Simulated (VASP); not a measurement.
Here is a VASP 6.6.1 calculation.

File INCAR:

```
SYSTEM = Al3Ni2
PREC = Accurate
ENCUT = 600
EDIFF = 1E-6
ISMEAR = 0
SIGMA = 0.1
LREAL = .FALSE.
LASPH = .TRUE.
NELM = 60
ALGO = Fast
ISIF = 3
LWAVE = .FALSE.
LCHARG = .FALSE.
GGA = PS
IBRION = 2
NSW = 70
EDIFFG = -0.008
PSTRESS = 600.0
```

File KPOINTS:

```
regular mesh
0
G
  12 12 8
  0 0 0
```

File POSCAR:

```
Al3Ni2
1.0
    3.6987017926      0.0000000000      0.0000000000
   -1.8493508963      3.2031697134      0.0000000000
    0.0000000000      0.0000000000      4.5125513739
Al Ni
3 2
Direct
    0.0000000000      0.0000000000      0.0000000000
    0.3333333333      0.6666666667      0.6452089868
    0.6666666667      0.3333333333      0.3547910132
    0.3333333333      0.6666666667      0.1474356575
    0.6666666667      0.3333333333      0.8525643425
```

Potentials or basis: VASP PAW PBE potentials, release 64 (Al, Ni).

Launch:

```console
$ cat potpaw_PBE.64/Al/POTCAR potpaw_PBE.64/Ni/POTCAR > POTCAR
$ mpirun -np 1 vasp_std > vasp.out
```

Q: Predict the relaxed cell.

A: a = 3.674 Å, b = 3.674 Å, c = 4.497 Å, α = 90.00°, β = 90.00°, γ = 120.00°.

Q: Estimate the band gap on the k mesh.

A: Zero (an odd number of electrons rules out a gap without spin polarisation).

Step by step:
```tsv
step	energy change (eV)	largest force (eV/Å)	pressure (GPa)	volume (Å³)
1	0.0000	0.1641	54.49	53.46
2	1.1149	0.0183	74.52	50.67
3	0.3114	0.1157	60.36	52.59
4	0.3049	0.1171	60.01	52.60
5	0.2941	0.0649	59.71	52.63
6	0.2969	0.0106	59.88	52.62
7	0.2968	0.0134	59.81	52.62
8	0.3248	0.0037	60.32	52.55
9	0.3117	0.0082	60.10	52.58
10	0.3094	0.0091	60.04	52.59
11	0.3100	0.0092	60.34	52.59
12	0.3096	0.0087	59.90	52.59
13	0.3173	0.0040	60.17	52.57
14	0.3116	0.0067	60.07	52.58
15	0.3112	0.0068	59.84	52.58
16	0.3116	0.0068	60.21	52.58
17	0.3114	0.0068	59.99	52.58
```

Caveat: the cell is relaxed towards a set pressure, so the run minimises the enthalpy, not the energy; the PAW data sets were made with another functional, which shifts forces and pressure a little. Spin polarisation is off, so any magnetic state and its effect on volume and gap are missing.
